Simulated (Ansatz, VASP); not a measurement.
One calculation of Al3Si2B, two programs

```
Al Si B
1.0
     0.00000    3.91705    3.96897
     3.04959    0.00000    3.96897
     3.04959    3.91705    0.00000
Al Si B
3 2 1
Direct
  0.18667 0.18667 0.81333
  0.81333 0.81333 0.18667
  0.50000 0.50000 0.50000
  0.23098 0.76902 0.76902
  0.76902 0.23098 0.23098
  0.00000 0.00000 0.00000
```

Alike in both runs: task single point; functional PBE; k mesh 4 × 4 × 4; occupations gaussian, width 0.1 eV; no spin polarisation.

```csv
,VASP,Ansatz
version,VASP 6.6.1,Ansatz 0.2.0
potentials or method,"VASP PAW PBE potentials, release 64 (Al, Si, B), cutoff 520 eV","scalar-relativistic, plane waves, PAW"
valence electrons in the cell,20,20
```

```csv
,VASP,Ansatz,Ansatz less VASP
gap on the k mesh at the Fermi level (eV),none,none,-
rms of the force components (eV/Å),8.333,8.315,-0.0177
```

Atom by atom the forces differ by 0.073 eV/Å (rms over components). A gap of «none» marks a metal or a gap that the smearing closes.

The k mesh is coarse, so the values compare programs but aren't converged.
